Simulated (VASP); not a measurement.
Crystal: K2BO3.

```
K B O
1.0
     5.98410    0.00000    0.00000
    -2.99205    5.18238    0.00000
     0.00000    0.00000    3.29436
K B O
2 1 3
Direct
  0.33333 0.66667 0.00000
  0.66667 0.33333 0.00000
  0.00000 0.00000 0.00000
  0.50000 0.00000 0.50000
  0.50000 0.50000 0.50000
  0.00000 0.50000 0.50000
```

The cell was generated, and may not be a known phase.

* Program: VASP 6.6.1
* Task: relaxation of cell and atoms
* Functional: PBE
* Potentials or basis: VASP PAW PBE potentials, release 64 (K_sv, B, O)
* Cutoff: 600 eV
* k mesh: 3 × 3 × 6
* Occupations: gaussian, width 0.1 eV
* Spin: collinear spin, ferromagnetic start
* Starting moments: [0.0, 0.0, 0.0, 1.0, 1.0, 1.0] μB

At the start: pressure 11.5 GPa; volume 17.03 Å³/atom.

**Question.** How do energy, volume and symmetry change on relaxing?

**Answer.** Over 9 steps the energy falls by 204.4 meV/atom and the volume is 21.27 Å³/atom (+24.9 %); space group P6/mmm (No. 191, to 0.1 Å) before and after; moment 3.00 μB per cell.

Step by step:
| step | energy change (eV) | largest force (eV/Å) | pressure (GPa) | volume (Å³) |
| --- | --- | --- | --- | --- |
| 1 | 0.0000 | 0.0000 | 11.51 | 102.16 |
| 2 | -0.9793 | 0.0000 | 3.25 | 121.26 |
| 3 | -1.1554 | 0.0000 | 0.07 | 134.13 |
| 4 | -1.1586 | 0.0000 | -0.32 | 136.24 |
| 5 | -1.1583 | 0.0000 | -0.45 | 136.98 |
| 6 | -1.1771 | 0.0000 | -0.53 | 136.15 |
| 7 | -1.2096 | 0.0000 | -0.79 | 133.52 |
| 8 | -1.2117 | 0.0000 | -0.89 | 132.69 |
| 9 | -1.2263 | 0.0000 | -0.11 | 127.59 |

Final structure:
```
CELL_PARAMETERS angstrom
6.09853 0.00000 0.00000
-3.04927 5.28148 0.00000
0.00000 0.00000 3.96128
ATOMIC_POSITIONS crystal
K 0.33333 0.66667 0.00000
K 0.66667 0.33333 0.00000
B 0.00000 0.00000 0.00000
O 0.50000 0.00000 0.50000
O 0.50000 0.50000 0.50000
O 0.00000 0.50000 0.50000
```

Caveat: the k points lie up to 0.40 Å⁻¹ apart in the final cell; the volume moved by over 15 % at a fixed basis, so the end points are rough.
